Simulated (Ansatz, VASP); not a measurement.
## AlCu in VASP and in Ansatz

File INCAR:

```
ALGO = Normal
EDIFF = 1E-6
ENCUT = 600
GGA = PS
GGA_COMPAT = F
ISIF = 2
ISMEAR = 0
LASPH = T
LCHARG = T
LELF = T
LREAL = F
LVHAR = T
LWAVE = F
NBANDS = 14
NELM = 120
PREC = Accurate
SIGMA = 0.1
```

Contents of KPOINTS:

```
k-points
0
Gamma
  14 14 14
```

Contents of POSCAR:

```
AlCu
1.0
    2.9261430446      0.0000000000      0.0000000000
    0.0000000000      2.9261430446      0.0000000000
    0.0000000000      0.0000000000      2.9261430446
Al Cu
1 1
Direct
    0.0000000000      0.0000000000      0.0000000000
    0.5000000000      0.5000000000      0.5000000000
```

Input for Ansatz:

```yaml
crystal:
  lattice:
    - [2.9261430446, 0.0, 0.0]
    - [0.0, 2.9261430446, 0.0]
    - [0.0, 0.0, 2.9261430446]
  atoms:
    - { symbol: Al, position: [0.0, 0.0, 0.0] }
    - { symbol: Cu, position: [0.5, 0.5, 0.5] }
basis:
  ecutwfc: 420
kpoints:
  mp_grid: { grid: [14, 14, 14] }
hamiltonian:
  xc: pbesol
scf:
  occupations: { method: gaussian, width: 0.1 }
output:
  forces: true
  stress: true
  eigenvalues: true
```

Alike in both runs: task single point; functional PBEsol; k mesh 14 × 14 × 14; occupations gaussian, width 0.1 eV; no spin polarisation.

```csv
,VASP,Ansatz
version,VASP 6.6.1,Ansatz 0.2.0
potentials or method,"VASP PAW PBE potentials, release 64 (Al, Cu), cutoff 600 eV","scalar-relativistic, plane waves, PAW"
valence electrons in the cell,14,22
```

|  | VASP | Ansatz | Ansatz less VASP |
| --- | --- | --- | --- |
| gap on the k mesh at the Fermi level (eV) | none | none | - |
| pressure (GPa) | 5.0 | 4.2 | -0.79 |

VASP's potentials were made for PBE, not for PBEsol. A gap of «none» marks a metal or a gap that the smearing closes. The functional is the same, so the differences come from potentials, cutoffs and numerics. VASP's potentials hold 14 valence electrons a cell and Ansatz's 22, so a difference there can come from the potentials and not from the codes.
